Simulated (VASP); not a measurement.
# Os (Fm-3m) in VASP: notebook

Os is run at these levels: PBE; tasks: single point.

All numbers are computed with VASP 6.6.1; they aren't measurements. Logs are shortened: lines on timing, memory, paths and dates and some standing lists are left out, and cuts for length are marked.

## (1) The cell of the first run

Symmetry: Fm-3m, No. 225, cubic system. The conventional cell has a = 3.857 Å, b = 3.857 Å, c = 3.857 Å, α = 90.00°, β = 90.00°, γ = 90.00°. Within 3.6 Å of Os (site symmetry m-3m) lie 12 Os at 2.73 Å.

## (2) Single point, PBE

Input file INCAR:

```
PREC = Accurate ; ENCUT = 520
EDIFF = 1E-6 ; ISMEAR = -1
SIGMA = 0.1 ; LREAL = False
LASPH = True ; NELM = 60
ALGO = Normal ; ISIF = 2
LWAVE = False ; LCHARG = True
GGA = PE ; LELF = True
LVHAR = True ; NBANDS = 10
```

Input file KPOINTS:

```
regular mesh
0
Gamma
  14 14 14
```

Input file POSCAR:

```
Os
1.0
    0.0000000000      1.9287076913      1.9287076913
    1.9287076913      0.0000000000      1.9287076913
    1.9287076913      1.9287076913      0.0000000000
Os
1
Direct
    0.0000000000      0.0000000000      0.0000000000
```

Potentials or basis: VASP PAW PBE potentials, release 64 (Os).

Started as:

```bash
$ cat potpaw_PBE.64/Os/POTCAR > POTCAR
$ mpirun -np 1 vasp_std > vasp.out
```

OUTCAR:

```text
PREC = Accurate
   ENCUT = 520
   EDIFF = 1E-6
   ISMEAR = -1
   LREAL = False
   LASPH = True
   NELM = 60
   ISIF = 2
   GGA = PE

 ion  position               nearest neighbor table
   1  0.000  0.000  0.000-

  LATTYP: Found a face centered cubic cell.
 ALAT       =     3.8574153826

  Lattice vectors:

 A1 = (   0.0000000000,   1.9287076913,   1.9287076913)
 A2 = (   1.9287076913,   0.0000000000,   1.9287076913)
 A3 = (   1.9287076913,   1.9287076913,   0.0000000000)

Analysis of symmetry for initial positions (statically):
=====================================================================
 Subroutine PRICEL returns:
 Original cell was already a primitive cell.

 Routine SETGRP: Setting up the symmetry group for a
 face centered cubic supercell.

 Subroutine GETGRP returns: Found 48 space group operations
 (whereof 48 operations were pure point group operations)
 out of a pool of 48 trial point group operations.

The static configuration has the point symmetry O_h .

Analysis of symmetry for dynamics (positions and initial velocities):
=====================================================================
 Subroutine PRICEL returns:
 Original cell was already a primitive cell.

 Routine SETGRP: Setting up the symmetry group for a
 face centered cubic supercell.

 Subroutine GETGRP returns: Found 48 space group operations
 (whereof 48 operations were pure point group operations)
 out of a pool of 48 trial point group operations.

The dynamic configuration has the point symmetry O_h .

 Subroutine INISYM returns: Found 48 space group operations
 (whereof 48 operations are pure point group operations),
 and found     1 'primitive' translations

----------------------------------------------------------------------------------------

                                     Primitive cell

  volume of cell :      14.3493

  direct lattice vectors                    reciprocal lattice vectors
     0.000000000  1.928707691  1.928707691    -0.259240943  0.259240943  0.259240943
     1.928707691  0.000000000  1.928707691     0.259240943 -0.259240943  0.259240943
     1.928707691  1.928707691  0.000000000     0.259240943  0.259240943 -0.259240943

  length of vectors
     2.727604575  2.727604575  2.727604575     0.449018484  0.449018484  0.449018484

  position of ions in fractional coordinates (direct lattice)
     0.000000000  0.000000000  0.000000000

  ion indices of the primitive-cell ions
   primitive index   ion index
                 1           1

----------------------------------------------------------------------------------------

 KPOINTS: regular mesh

Automatic generation of k-mesh.
 Grid dimensions read from file:
 generate k-points for:   14   14   14

 Generating k-lattice:

  Cartesian coordinates                     Fractional coordinates (reciprocal lattice)
    -0.018517210  0.018517210  0.018517210     0.071428571  0.000000000  0.000000000
     0.018517210 -0.018517210  0.018517210     0.000000000  0.071428571  0.000000000
     0.018517210  0.018517210 -0.018517210     0.000000000  0.000000000  0.071428571

  Length of vectors
     0.032072749  0.032072749  0.032072749

  Shift w.r.t. Gamma in fractional coordinates (k-lattice)
     0.000000000  0.000000000  0.000000000

 Subroutine IBZKPT returns following result:
 ===========================================

 Found    104 irreducible k-points:

 Following reciprocal coordinates:
            Coordinates               Weight
  0.000000  0.000000  0.000000      1.000000
  0.071429  0.000000  0.000000      8.000000
  0.142857  0.000000  0.000000      8.000000
  0.214286  0.000000  0.000000      8.000000
  0.285714  0.000000  0.000000      8.000000
  0.357143  0.000000  0.000000      8.000000
[... 16 lines left out ...]
  0.214286  0.142857  0.000000     24.000000
  0.285714  0.142857  0.000000     24.000000
 [... further k-points ...]
   k-points           NKPTS =    104   k-points in BZ     NKDIM =    104   number of bands    NBANDS=     10
   number of dos      NEDOS =    301   number of ions     NIONS =      1
   total plane-waves  NPLWV =   8000
   dimension x,y,z NGX =    20 NGY =   20 NGZ =   20
   dimension x,y,z NGXF=    40 NGYF=   40 NGZF=   40
   ions per type =               1
   NGX,Y,Z   is equivalent  to a cutoff of  12.19, 12.19, 12.19 a.u.
   NGXF,Y,Z  is equivalent  to a cutoff of  24.38, 24.38, 24.38 a.u.
 SYSTEM =  unknown system
   PREC   = accura    normal or accurate (medium, high low for compatibility)
   ISTART =      0    job   : 0-new  1-cont  2-samecut
   ICHARG =      2    charge: 1-file 2-atom 10-const
   ISPIN  =      1    spin polarized calculation?
   LNONCOLLINEAR =      F non collinear calculations
   LSORBIT =      F    spin-orbit coupling
   LASPH  =      T    aspherical Exc in radial PAW
   ENCUT  =  520.0 eV  38.22 Ry    6.18 a.u.   5.07  5.07  5.07*2*pi/ulx,y,z
   NELM   =     60;   NELMIN=  2; NELMDL= -5     # of ELM steps
   EDIFF  = 0.1E-05   stopping-criterion for ELM
   LREAL  =      F    real-space projection
   EDIFFG = 0.1E-04   stopping-criterion for IOM
   NSW    =      0    number of steps for IOM
   IBRION =     -1    ionic relax: 0-MD 1-quasi-New 2-CG
   NFREE  =      0    steps in history (QN), initial steepest desc. (CG)
   ISIF   =      2    stress and relaxation
   ISYM   =      2    0-nonsym 1-usesym 2-fastsym
   POTIM  = 0.5000    time-step for ionic-motion
   TEBEG  =    0.0;   TEEND  =   0.0 temperature during run
   PSTRESS=    0.0 pullay stress
   NELECT =       8.0000    total number of electrons
   NUPDOWN=      -1.0000    fix difference up-down
   EMIN   =  10.00;   EMAX   =-10.00  energy-range for DOS
   EFERMI =   0.00;   METHOD = LEGACY
   ISMEAR =    -1;   SIGMA  =   0.10  broadening in eV -4-tet -1-fermi 0-gaus
   EFERMI_NEDOS =   21; number of points for ismear=-14 and -15
   IALGO  =     38    algorithm
   IMIX   =      4    mixing-type and parameters
     AMIX     =   0.40;   BMIX     =  1.00
     AMIX_MAG =   1.60;   BMIX_MAG =  1.00
  volume/ion in A,a.u.               =      14.35        96.83
  Fermi-wavevector in a.u.,A,eV,Ry     =   1.347395  2.546208 24.701031  1.815475
  Thomas-Fermi vector in A             =   2.475150
   LORBIT       =      0    0 simple, 1 ext, 2 COOP (PROOUT), +10 PAW based schemes
   GGA     = PE    functional components
   LHFCALC =     F    Hartree Fock is set to
   AEXX    =    0.0000 exact exchange contribution
   IVDW    =     0    specifies the selected vdW correction
   LEPSILON=     F    determine dielectric tensor
   LRPA    =     F    only Hartree local field effects (RPA)
 non-spin polarized calculation
  energy-cutoff  :      520.00
  volume of cell :       14.35
 maximum number of plane-waves:       395
   NGX = 11   NGY = 11   NGZ = 11

 number of electron       8.0000000 magnetization

 Free energy of the ion-electron system (eV)
  ---------------------------------------------------
  ext. energy  EPLUGINS =         0.00000000
  ---------------------------------------------------
  free energy    TOTEN  =       -11.12129018 eV

  energy without entropy =      -11.08824700  energy(sigma->0) =      -11.10476859

 E-fermi :   8.9373     XC(G=0): -13.9100

 val. band max:        8.9362476103   @ k =   0.0714   0.0000   0.0000
 cond. band min:       8.9439893847   @ k =   0.2857   0.0714   0.0000
 fundamental gap:      0.0077417744
 Fermi energy:         8.9372552863

 k-point     1 :       0.0000    0.0000    0.0000
  band No.  band energies     occupation
      1      -1.6284      2.00000
      2       6.0766      2.00000
      3       6.0766      2.00000
      4       6.0766      2.00000
      5       9.0097      0.65293
      6       9.0097      0.65293
      7      23.2382      0.00000
      8      28.9058      0.00000
      9      28.9058      0.00000
     10      28.9058      0.00000

 k-point     2 :       0.0714    0.0000    0.0000
  band No.  band energies     occupation
      1      -1.3965      2.00000
      2       5.9385      2.00000
      3       6.1809      2.00000
      4       6.1809      2.00000
      5       8.9362      1.00504
      6       8.9362      1.00504
      7      23.6661      0.00000
      8      27.7728      0.00000
      9      29.3147      0.00000
     10      29.3147      0.00000

 k-point     3 :       0.1429    0.0000    0.0000
  band No.  band energies     occupation
      1      -0.7436      2.00000
      2       5.6213      2.00000
      3       6.4221      2.00000
      4       6.4221      2.00000
      5       8.8178      1.53524
      6       8.8178      1.53524
      7      24.7177      0.00000
      8      25.9629      0.00000
      9      30.4842      0.00000
     10      30.4842      0.00000

 k-point     4 :       0.2143    0.0000    0.0000
  band No.  band energies     occupation
      1       0.1729      2.00000
      2       5.3868      2.00000
      3       6.5684      2.00000
      4       6.5684      2.00000
      5       8.9461      0.95579
      6       8.9461      0.95579
      7      23.8976      0.00000
      8      26.1980      0.00000
      9      32.2495      0.00000
     10      32.2495      0.00000
[... 222 lines left out ...]
 k-point    22 :       0.1429    0.1429    0.0000
  band No.  band energies     occupation
      1      -0.4404      2.00000
      2       5.1555      2.00000
      3       6.8009      2.00000
      4       6.8009      2.00000
      5       7.9236      1.99992
      6       9.3873      0.02197
      7      25.4132      0.00000
      8      27.2412      0.00000
      9      29.3226      0.00000
     10      29.3226      0.00000

 k-point    23 :       0.2143    0.1429    0.0000
  band No.  band energies     occupation
      1       0.2771      2.00000
      2       4.7768      2.00000
      3       6.9100      2.00000
      4       7.1385      2.00000
      5       7.8356      1.99997
      6       9.6018      0.00260
      7      26.1049      0.00000
      8      26.6514      0.00000
      9      29.5280      0.00000
     10      30.0746      0.00000

 k-point    24 :       0.2857    0.1429    0.0000
  band No.  band energies     occupation
      1       1.1778      2.00000
      2       4.5660      2.00000
      3       6.4134      2.00000
      4       7.2632      2.00000
      5       8.6820      1.85547
      6      10.0439      0.00003
      7      24.3723      0.00000
      8      27.3809      0.00000
      9      29.6672      0.00000
     10      30.3999      0.00000

 [... further k-points ...]
[... 5 lines left out ...]
  --------------------------------------------------------------------------------------
  -------------------------------------------------------------------------------------
  Total       -0.0129216     -0.0129216     -0.0129216     -0.0000000      0.0000000     -0.0000000
  in kB       -1.4427733     -1.4427733     -1.4427733     -0.0000000      0.0000000     -0.0000000
  external PRESSURE =      -1.4427733 kB  Pullay stress =       0.0000000 kB

 VOLUME and BASIS-vectors are now :
 -----------------------------------------------------------------------------
  energy-cutoff  :      520.00
  volume of cell :       14.35
      direct lattice vectors                 reciprocal lattice vectors
     0.000000000  1.928707691  1.928707691    -0.259240943  0.259240943  0.259240943
     1.928707691  0.000000000  1.928707691     0.259240943 -0.259240943  0.259240943
     1.928707691  1.928707691  0.000000000     0.259240943  0.259240943 -0.259240943

 POSITION                                       TOTAL-FORCE (eV/Angst)
 -----------------------------------------------------------------------------------
      0.00000      0.00000      0.00000         0.000000      0.000000      0.000000
 -----------------------------------------------------------------------------------
    total drift:                                0.000000      0.000000     -0.000000

  FREE ENERGIE OF THE ION-ELECTRON SYSTEM (eV)
  ---------------------------------------------------
  free  energy   TOTEN  =       -11.1212901778 eV

  energy  without entropy=      -11.0882469956  energy(sigma->0) =      -11.10476859
```

It took 10 s on 1 thread of Intel Xeon Platinum 8488C (Sapphire Rapids), shared host; peak memory 0.14 GiB.

What came out:

```yaml
Free_energy: -11.1213 eV
Pressure: -0.1 GPa
Band_gap_on_the_k_mesh: zero (band 4 reaches 11.29 eV, above the bottom of band 5 at 7.68 eV)
```

Caveat: spin-orbit coupling is left out, which moves the levels of the heavy elements.

(Continued in part 2 of 2.)
